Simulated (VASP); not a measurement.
## Al2Pt: single point with r2SCAN

The system is Al2Pt.

```
Al Pt
1.0
     0.00000    2.95202    2.95202
     2.95202    0.00000    2.95202
     2.95202    2.95202    0.00000
Al Pt
2 1
Direct
  0.25000 0.25000 0.25000
  0.75000 0.75000 0.75000
  0.00000 0.00000 0.00000
```

| Property | Result |
| --- | --- |
| Program | VASP 6.6.1 |
| Task | single point |
| Functional | r2SCAN |
| Potentials or basis | VASP PAW PBE potentials, release 64 (Al, Pt) |
| Cutoff | 520 eV |
| k mesh | 10 × 10 × 10 |
| Occupations | fermi-dirac, width 0.05 eV |
| Spin | no spin polarisation |

```
Pressure               : -0.2 GPa
Band gap on the k mesh : zero (band 8 reaches 11.80 eV, above the bottom of band 9 at 6.11 eV)
```

Levels at points of the mesh, in eV from the Fermi level:
```
           k point  band 6  band 7  band 8  band 9  band 10  band 11
(0.00, 0.00, 0.00)   -3.91    3.70    3.98    3.98     3.98     5.81
(0.50, 0.00, 0.00)   -3.66   -3.66    1.05    1.05     4.34     5.55
(0.50, 0.50, 0.00)   -3.62   -3.37   -1.71   -1.71     3.58     3.74
```

Run time: 42 s on 1 thread of Intel(R) Xeon(R) 6975P-C (Granite Rapids), with other jobs on the host, peak memory 0.2 GiB.

Caveat: the PAW data sets were made with another functional, which shifts forces and pressure a little; spin-orbit coupling is left out, which moves the levels of the heavy elements.
